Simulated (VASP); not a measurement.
Input of a VASP 6.6.1 run:

The input INCAR:

```
SYSTEM = BaZrO3
ALGO = Normal
EDIFF = 1E-6
ENCUT = 520
GGA = PE
ISIF = 2
ISMEAR = 0
LASPH = .TRUE.
LCHARG = .TRUE.
LELF = .TRUE.
LREAL = .FALSE.
LVHAR = .TRUE.
LWAVE = .FALSE.
NBANDS = 28
NELM = 80
PREC = Accurate
SIGMA = 0.1
```

Contents of KPOINTS:

```
k-points
0
G
  4 4 4
  0 0 0
```

File POSCAR:

```
BaZrO3
1.0
    4.1796706600      0.0000000000      0.0000000000
    0.0000000000      4.1796706600      0.0000000000
    0.0000000000      0.0000000000      4.2778199400
Ba Zr O
1 1 3
Direct
    0.0000000000      0.0000000000      0.8586872600
    0.5000000000      0.5000000000      0.6651683000
    0.0000000000      0.5000000000      0.4037969700
    0.5000000000      0.0000000000      0.4037969700
    0.5000000000      0.5000000000      0.1685505100
```

Potentials or basis: VASP PAW PBE potentials, release 64 (Ba_sv, Zr_sv, O).

Launch:

```bash
$ cat potpaw_PBE.64/Ba_sv/POTCAR potpaw_PBE.64/Zr_sv/POTCAR potpaw_PBE.64/O/POTCAR > POTCAR
$ mpirun -np 1 vasp_std > vasp.out
```

Problem. Predict the band gap on the k mesh.

Solution. Zero (band 20 reaches 5.15 eV, above the bottom of band 21 at 4.84 eV).

Problem. Predict the largest force.

Solution. 6.245 eV/Å.

Stress tensor (GPa, compression positive):
```
 16.50   0.00   0.00
  0.00  16.50   0.00
  0.00   0.00 -35.36
```

Caveat: the k points lie up to 0.38 Å⁻¹ apart; spin-orbit coupling is left out, which moves the levels of the heavy elements; forces of over 1 eV/Å act on the atoms, so gaps and moduli don't describe the material at rest.
